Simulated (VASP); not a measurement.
Crystal: InGa3P4.

```
Ga In P
1.0
     6.24231   -1.88213    0.00000
     6.24231    1.88213    0.00000
    -1.13497    0.00000    6.42033
Ga In P
3 1 4
Direct
  0.00000 0.00000 0.00000
  0.50000 0.50000 0.50000
  0.25000 0.25000 0.75000
  0.75000 0.75000 0.25000
  0.56250 0.56250 0.18750
  0.06250 0.06250 0.68750
  0.81250 0.81250 0.93750
  0.31250 0.31250 0.43750
```

```yaml
Program: VASP 6.6.1
Task: relaxation of cell and atoms
Functional: PBE
Potentials_or_basis: VASP PAW PBE potentials, release 64 (Ga_d, In_d, P)
Cutoff: 600 eV
k_mesh: 6 × 6 × 4
Occupations: fermi-dirac, width 0.02 eV
Spin: no spin polarisation
```

At the start: pressure 17.9 GPa; volume 18.86 Å³/atom.

Where does the relaxation end?

Over 24 steps the energy falls by 207.3 meV/atom and the volume is 22.18 Å³/atom (+17.6 %); space group Cm (No. 8, to 0.1 Å) before and after.

Step by step:
| step | energy change (eV) | largest force (eV/Å) | pressure (GPa) | volume (Å³) |
| --- | --- | --- | --- | --- |
| 1 | 0.0000 | 2.6348 | 17.90 | 150.86 |
| 2 | -1.0660 | 0.2734 | -6.73 | 201.71 |
| 3 | -1.6016 | 0.5828 | -0.67 | 179.76 |
| 4 | -1.6016 | 0.6102 | -0.45 | 179.15 |
| 5 | -1.6371 | 0.2971 | -0.05 | 177.83 |
| 6 | -1.6499 | 0.2030 | 0.48 | 176.30 |
| 7 | -1.6500 | 0.2042 | 0.45 | 176.43 |
| 8 | -1.6555 | 0.0865 | -0.15 | 177.85 |
| 9 | -1.6555 | 0.0863 | -0.13 | 177.84 |
| 10 | -1.6570 | 0.0478 | -0.05 | 177.56 |
| 11 | -1.6572 | 0.0640 | 0.02 | 177.43 |
| 12 | -1.6577 | 0.0364 | -0.02 | 177.46 |
| 13 | -1.6579 | 0.0243 | -0.02 | 177.49 |
| 14 | -1.6580 | 0.0479 | -0.02 | 177.54 |
| 15 | -1.6580 | 0.0337 | 0.00 | 177.51 |
| 16 | -1.6582 | 0.0155 | -0.04 | 177.54 |
| 17 | -1.6582 | 0.0171 | -0.03 | 177.54 |
| 18 | -1.6583 | 0.0087 | 0.05 | 177.42 |
| 19 | -1.6583 | 0.0071 | 0.00 | 177.45 |
| 20 | -1.6583 | 0.0066 | -0.01 | 177.44 |
| 21 | -1.6583 | 0.0078 | 0.03 | 177.43 |
| 22 | -1.6583 | 0.0088 | 0.00 | 177.44 |
| 23 | -1.6583 | 0.0070 | 0.00 | 177.44 |
| 24 | -1.6583 | 0.0021 | 0.03 | 177.42 |

Final structure:
```cif
data_structure
_symmetry_space_group_name_H-M 'P 1'
_symmetry_Int_Tables_number 1
_cell_length_a 6.8792
_cell_length_b 6.8792
_cell_length_c 6.8896
_cell_angle_alpha 99.514
_cell_angle_beta 99.514
_cell_angle_gamma 33.536
_cell_volume 177.42
loop_
_atom_site_label
_atom_site_type_symbol
_atom_site_fract_x
_atom_site_fract_y
_atom_site_fract_z
_atom_site_occupancy
Ga1 Ga 0.99746 0.99746 0.99455 1
Ga2 Ga 0.50243 0.50243 0.50550 1
Ga3 Ga 0.25040 0.25040 0.74971 1
In1 In 0.74929 0.74929 0.24924 1
P1 P 0.55193 0.55193 0.18386 1
P2 P 0.06549 0.06549 0.68884 1
P3 P 0.81367 0.81367 0.92250 1
P4 P 0.31932 0.31932 0.45580 1
```

Caveat: the volume moved by over 15 % at a fixed basis, so the end points are rough.
